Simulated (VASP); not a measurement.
# HW4S8 (a cell with a defect) in VASP: single point with PBE

Aim: the single point of HW4S8 (a cell with a defect) with PBE.

All numbers are computed with VASP 6.6.1; they aren't measurements. Logs are shortened: lines on timing, memory, paths and dates and some standing lists are left out, and cuts for length are marked.

## 1. The cell of the first run

The cell holds a defect, 13 atoms: a = 6.375 Å, b = 6.375 Å, c = 8.332 Å, α = 67.50°, β = 67.50°, γ = 60.00°.

## 2. Single point, PBE, collinear spin (with an interstitial atom, then relaxed in part)

Contents of INCAR:

```
PREC     = Accurate       # precision mode
ENCUT    = 520            # plane-wave cutoff, eV
EDIFF    = 1E-6           # SCF threshold, eV
ISMEAR   = 0              # smearing method
SIGMA    = 0.01           # smearing width, eV
LREAL    = F              # projectors in reciprocal space
LASPH    = T              # aspherical terms in the spheres
NELM     = 150            # most SCF steps
ALGO     = Normal         # electronic algorithm
ISIF     = 2              # what is computed and relaxed
LWAVE    = F              # write WAVECAR
LCHARG   = F              # write CHGCAR
ISPIN    = 2              # spin polarisation
MAGMOM   = 0 0 0 0 0.143 0 0.143 0.143 0.143 0 0.143 0.143 0.143 # initial moments
LORBIT   = 11             # projections on sites
LMAXMIX  = 4              # l up to which the mixer works
GGA      = PE             # functional
NBANDS   = 68             # bands
```

Contents of KPOINTS:

```
regular mesh
0
Gamma
  3 3 3
```

Contents of POSCAR:

```
HW4S8
1.0
    3.1877473235     -5.5213403259      0.0000000000
    6.3754946469      0.0000000000      0.0000000000
    3.1877473235     -1.8404467753      7.4744493329
W S H
4 8 1
Direct
    0.4948307056      0.9993476758      0.0109909131
    0.9905950372      1.0049913886      0.0138185370
    0.4912409283      0.5002640074      0.0148501662
    0.9936448981      0.5002640074      0.0148501662
    0.0867213845      0.6024752897      0.2240819413
    0.5895775392      0.5967988689      0.2240460527
    0.1002049231      0.1017930251      0.2309346774
    0.5670673745      0.1017930251      0.2309346774
    0.2269515427      0.7417756949      0.8043212198
    0.7320309667      0.7334465272      0.8024915394
    0.2293570986      0.2373141979      0.8036510432
    0.7296776603      0.2373141979      0.8036510432
    0.2651749413      0.1238720942      0.3457780232
```

Potentials or basis: VASP PAW PBE potentials, release 64 (W_sv, S, H).

The run is started by

```bash
$ cat potpaw_PBE.64/W_sv/POTCAR potpaw_PBE.64/S/POTCAR potpaw_PBE.64/H/POTCAR > POTCAR
$ mpirun -np 1 vasp_std > vasp.out
```

OUTCAR:

```text
PREC = Accurate
   ENCUT = 520
   EDIFF = 1E-6
   ISMEAR = 0
   LREAL = F
   LASPH = T
   NELM = 150
   ISIF = 2
   ISPIN = 2
   LORBIT = 11
   GGA = PE

 ion  position               nearest neighbor table
   1  0.495  0.999  0.011-  12 2.41  11 2.41  10 2.42   7 2.42   8 2.42   6 2.43   4 3.18   3 3.18
                             2 3.19   2 3.19   3 3.19   4 3.19
   2  0.991  0.005  0.014-  12 2.41  11 2.41   9 2.42   5 2.42   8 2.53   7 2.53   3 3.17   4 3.17
                             1 3.19   1 3.19   3 3.20   4 3.20
   3  0.491  0.500  0.015-   6 2.42   5 2.42   8 2.42  12 2.42   9 2.43  10 2.43   2 3.17   4 3.17
                             1 3.18   1 3.19   4 3.20   2 3.20
   4  0.994  0.500  0.015-   6 2.42   5 2.42   7 2.42  11 2.42   9 2.43  10 2.43   2 3.17   3 3.17
                             1 3.18   1 3.19   3 3.20   2 3.20
   5  0.087  0.602  0.224-   2 2.42   3 2.42   4 2.42
   6  0.590  0.597  0.224-   4 2.42   3 2.42   1 2.43
   7  0.100  0.102  0.231-  13 1.75   1 2.42   4 2.42   2 2.53
   8  0.567  0.102  0.231-  13 1.75   1 2.42   3 2.42   2 2.53
   9  0.227  0.742  0.804-   2 2.42   3 2.43   4 2.43
  10  0.732  0.733  0.802-   1 2.42   4 2.43   3 2.43
  11  0.229  0.237  0.804-   2 2.41   1 2.41   4 2.42
  12  0.730  0.237  0.804-   2 2.41   1 2.41   3 2.42
  13  0.265  0.124  0.346-   7 1.75   8 1.75

  LATTYP: Found a trigonal (rhomboedric) cell.
 ALAT       =     8.3316487060
 COS(alpha) =     0.7072237291

  Lattice vectors:

 A1 = (   0.0000000000,   3.6808935506,   7.4744493329)
 A2 = (  -3.1877473234,  -1.8404467753,   7.4744493329)
 A3 = (   3.1877473235,  -1.8404467753,   7.4744493329)

Analysis of symmetry for initial positions (statically):
=====================================================================
 Subroutine PRICEL returns:
 Original cell was already a primitive cell.

 Routine SETGRP: Setting up the symmetry group for a
 trigonal (rhombohedral) supercell.

 Subroutine GETGRP returns: Found  2 space group operations
 (whereof  2 operations were pure point group operations)
 out of a pool of 12 trial point group operations.

The static configuration has the point symmetry C_1h.

Analysis of symmetry for dynamics (positions and initial velocities):
=====================================================================
 Subroutine PRICEL returns:
 Original cell was already a primitive cell.

 Routine SETGRP: Setting up the symmetry group for a
 trigonal (rhombohedral) supercell.

 Subroutine GETGRP returns: Found  2 space group operations
 (whereof  2 operations were pure point group operations)
 out of a pool of 12 trial point group operations.

The dynamic configuration has the point symmetry C_1h.

Analysis of structural, dynamic, and magnetic symmetry:
=====================================================================
 Subroutine PRICEL returns:
 Original cell was already a primitive cell.

 Routine SETGRP: Setting up the symmetry group for a
 trigonal (rhombohedral) supercell.

 Subroutine GETGRP returns: Found  2 space group operations
 (whereof  2 operations were pure point group operations)
 out of a pool of 12 trial point group operations.

The overall configuration has the point symmetry C_1h.

 Subroutine INISYM returns: Found  2 space group operations
 (whereof  2 operations are pure point group operations),
 and found     1 'primitive' translations

----------------------------------------------------------------------------------------

                                     Primitive cell

  volume of cell :     263.1102

  direct lattice vectors                    reciprocal lattice vectors
     3.187747324 -5.521340326  0.000000000     0.000000000 -0.181115443 -0.044596373
     6.375494647  0.000000000  0.000000000     0.156850575  0.090557722 -0.044596373
     3.187747324 -1.840446775  7.474449333     0.000000000  0.000000000  0.133789120

  length of vectors
     6.375494647  6.375494647  8.331648706     0.186525173  0.186525173  0.133789120

  position of ions in fractional coordinates (direct lattice)
[... 85 lines left out ...]
   NELM   =    150;   NELMIN=  2; NELMDL= -5     # of ELM steps
   EDIFF  = 0.1E-05   stopping-criterion for ELM
   LREAL  =      F    real-space projection
   EDIFFG = 0.1E-04   stopping-criterion for IOM
   NSW    =      0    number of steps for IOM
   IBRION =     -1    ionic relax: 0-MD 1-quasi-New 2-CG
   NFREE  =      0    steps in history (QN), initial steepest desc. (CG)
   ISIF   =      2    stress and relaxation
   ISYM   =      2    0-nonsym 1-usesym 2-fastsym
   POTIM  = 0.5000    time-step for ionic-motion
   TEBEG  =    0.0;   TEEND  =   0.0 temperature during run
   PSTRESS=    0.0 pullay stress
   NELECT =     105.0000    total number of electrons
   NUPDOWN=      -1.0000    fix difference up-down
   EMIN   =  10.00;   EMAX   =-10.00  energy-range for DOS
   EFERMI =   0.00;   METHOD = LEGACY
   ISMEAR =     0;   SIGMA  =   0.01  broadening in eV -4-tet -1-fermi 0-gaus
   EFERMI_NEDOS =   21; number of points for ismear=-14 and -15
   IALGO  =     38    algorithm
   IMIX   =      4    mixing-type and parameters
     AMIX     =   0.40;   BMIX     =  1.00
     AMIX_MAG =   1.60;   BMIX_MAG =  1.00
  volume/ion in A,a.u.               =      20.24       136.58
  Fermi-wavevector in a.u.,A,eV,Ry     =   1.205291  2.277671 19.765556  1.452727
  Thomas-Fermi vector in A             =   2.340992
   LORBIT       =     11    0 simple, 1 ext, 2 COOP (PROOUT), +10 PAW based schemes
   GGA     = PE    functional components
   LHFCALC =     F    Hartree Fock is set to
   AEXX    =    0.0000 exact exchange contribution
   IVDW    =     0    specifies the selected vdW correction
   LEPSILON=     F    determine dielectric tensor
   LRPA    =     F    only Hartree local field effects (RPA)
 spin polarized calculation
 Gauss-broadening in eV      SIGMA  =   0.01
  energy-cutoff  :      520.00
  volume of cell :      263.11
 maximum number of plane-waves:      7114
   NGX = 23   NGY = 23   NGZ = 31

 number of electron     105.0000004 magnetization       0.3333131

 Free energy of the ion-electron system (eV)
  ---------------------------------------------------
  ext. energy  EPLUGINS =         0.00000000
  ---------------------------------------------------
  free energy    TOTEN  =       -96.04425008 eV

  energy without entropy =      -96.04389762  energy(sigma->0) =      -96.04407385

 E-fermi :   5.6568     XC(G=0):  -9.5585

 val. band max:        5.6521713729   @ k =   0.3333   0.0000  -0.0000
 cond. band min:       5.6751959473   @ k =  -0.3333   0.0000   0.3333
 fundamental gap:      0.0230245744
 Fermi energy:         5.6568270233

 spin component 1

 k-point     1 :       0.0000    0.0000    0.0000
  band No.  band energies     occupation
      1     -69.4477      1.00000
      2     -69.4387      1.00000
      3     -69.3864      1.00000
      4     -69.3336      1.00000
      5     -33.8662      1.00000
      6     -33.8193      1.00000
[... 659 lines left out ...]
     63       8.0491      0.00000
     64       8.2125      0.00000
 Fermi energy:         5.6568270233

 spin component 2

 k-point     1 :       0.0000    0.0000    0.0000
  band No.  band energies     occupation
      1     -69.4481      1.00000
      2     -69.4393      1.00000
      3     -69.3767      1.00000
      4     -69.2689      1.00000
      5     -33.8636      1.00000
      6     -33.8049      1.00000
[... 659 lines left out ...]
     63       8.0736      0.00000
     64       8.2201      0.00000
 [bands above 64 left out]

------------------------ aborting loop because EDIFF is reached ----------------------------------------

  FORCE on cell =-STRESS in cart. coord.  units (eV):
  Direction    XX          YY          ZZ          XY          YZ          ZX
  --------------------------------------------------------------------------------------
  -------------------------------------------------------------------------------------
  Total       -0.5968253     -0.6907927     -0.1275797      0.0813781     -0.0107962     -0.0186996
  in kB       -3.6342954     -4.2064980     -0.7768813      0.4955420     -0.0657423     -0.1138689
  external PRESSURE =      -2.8725583 kB  Pullay stress =       0.0000000 kB

 VOLUME and BASIS-vectors are now :
 -----------------------------------------------------------------------------
  energy-cutoff  :      520.00
  volume of cell :      263.11
      direct lattice vectors                 reciprocal lattice vectors
     3.187747324 -5.521340326  0.000000000     0.000000000 -0.181115443 -0.044596373
     6.375494647  0.000000000  0.000000000     0.156850575  0.090557722 -0.044596373
     3.187747324 -1.840446775  7.474449333     0.000000000  0.000000000  0.133789120

 POSITION                                       TOTAL-FORCE (eV/Angst)
 -----------------------------------------------------------------------------------
      7.98377     -2.75236      0.08215         0.000340      0.000196      0.004221
      3.23364     -5.49484      0.10329        -0.001297     -0.000749     -0.025038
      4.80272     -2.73964      0.11100         0.014242      0.005448      0.002715
      6.40426     -5.51358      0.11100         0.011839      0.009610      0.002715
      4.83184     -0.89123      1.67489        -0.001341     -0.000774     -0.004983
      6.39851     -3.66760      1.67462        -0.009060     -0.005231     -0.000176
      1.70457     -0.97829      1.72611        -0.015041      0.011117      0.007759
      3.19281     -3.55599      1.72611         0.002107     -0.018584      0.007759
      8.01662     -2.73339      6.01186        -0.001759     -0.001016      0.001731
      9.56775     -5.51874      5.99818         0.002981      0.001721     -0.005651
      4.80596     -2.74544      6.00685        -0.003105     -0.000488      0.002722
      6.40086     -5.50788      6.00685        -0.001975     -0.002445      0.002722
      2.73731     -2.10051      2.58450         0.002066      0.001193      0.003503
 -----------------------------------------------------------------------------------
    total drift:                                0.000091      0.000037      0.000575

  FREE ENERGIE OF THE ION-ELECTRON SYSTEM (eV)
  ---------------------------------------------------
  free  energy   TOTEN  =       -96.0442500833 eV

  energy  without entropy=      -96.0438976172  energy(sigma->0) =      -96.04407385

 total charge

# of ion       s       p       d       tot
------------------------------------------
    1        2.316   6.321   3.373  12.010
    2        2.305   6.288   3.373  11.966
    3        2.314   6.318   3.356  11.988
    4        2.314   6.318   3.356  11.988
    5        1.358   2.361   0.000   3.720
    6        1.357   2.361   0.000   3.718
    7        1.356   2.337   0.000   3.693
    8        1.356   2.337   0.000   3.693
    9        1.357   2.354   0.000   3.711
   10        1.357   2.359   0.000   3.716
   11        1.357   2.359   0.000   3.716
   12        1.357   2.359   0.000   3.716
   13        0.445   0.021   0.000   0.466
--------------------------------------------------
tot         20.552  44.093  13.457  78.102

 magnetization (x)

# of ion       s       p       d       tot
------------------------------------------
    1        0.000   0.001   0.019   0.021
    2        0.003   0.004   0.132   0.139
    3       -0.000   0.000  -0.001  -0.002
    4       -0.000   0.000  -0.001  -0.002
    5        0.001   0.001   0.000   0.002
    6        0.000   0.010   0.000   0.010
    7        0.006  -0.003   0.000   0.003
    8        0.006  -0.003   0.000   0.003
    9        0.000   0.001   0.000   0.002
   10        0.000   0.007   0.000   0.007
   11       -0.000  -0.000   0.000  -0.000
   12       -0.000  -0.000   0.000  -0.000
   13        0.044   0.000   0.000   0.044
--------------------------------------------------
tot          0.060   0.019   0.149   0.227
```

It took 7.4 min on 1 thread of Intel Xeon Platinum 8259CL at 2.50GHz (Skylake/Cascade Lake), shared host; peak memory 0.62 GiB.

Results:

```
Free energy                                           : -96.0443 eV
Pressure                                              : -0.3 GPa
Largest force                                         : 0.025 eV/Å
Net moment                                            : 0.33 μB per cell
Site moments                                          : W +0.02, +0.14, -0.00 (each value once); S +0.00, +0.01, -0.00 (each value once); H +0.04 μB
Valence electrons inside the program's atomic spheres : W 12.01, 11.97, 11.99 (each value once); S 3.72, 3.69, 3.71 (each value once); H 0.47
```

Forces in eV/Å, atoms in the order of the input:
```
W    0.000  0.000  0.004
W   -0.001 -0.001 -0.025
W    0.014  0.005  0.003
W    0.012  0.010  0.003
S   -0.001 -0.001 -0.005
S   -0.009 -0.005  0.000
S   -0.015  0.011  0.008
S    0.002 -0.019  0.008
S   -0.002 -0.001  0.002
S    0.003  0.002 -0.006
S   -0.003  0.000  0.003
S   -0.002 -0.002  0.003
H    0.002  0.001  0.004
```

Levels at points of the mesh, in eV from the Fermi level:
Spin up:
```csv
k point,band 48,band 49,band 50,band 51,band 52,band 53,band 54,band 55,band 56,band 57
"(0.00, 0.00, 0.00)",-2.37,-2.06,-2.01,-1.95,-1.49,0.52,1.51,1.71,1.77,1.82
```
Spin down:
```tsv
k point	band 49	band 50	band 51	band 52	band 53	band 54	band 55	band 56
(0.00, 0.00, 0.00)	-2.04	-1.99	-1.93	-1.47	0.70	1.57	1.72	1.77
```

Caveat: the k points lie up to 0.39 Å⁻¹ apart; the cell differs from its parent crystal (with an interstitial atom, then relaxed in part); spin-orbit coupling is left out, which moves the levels of the heavy elements.
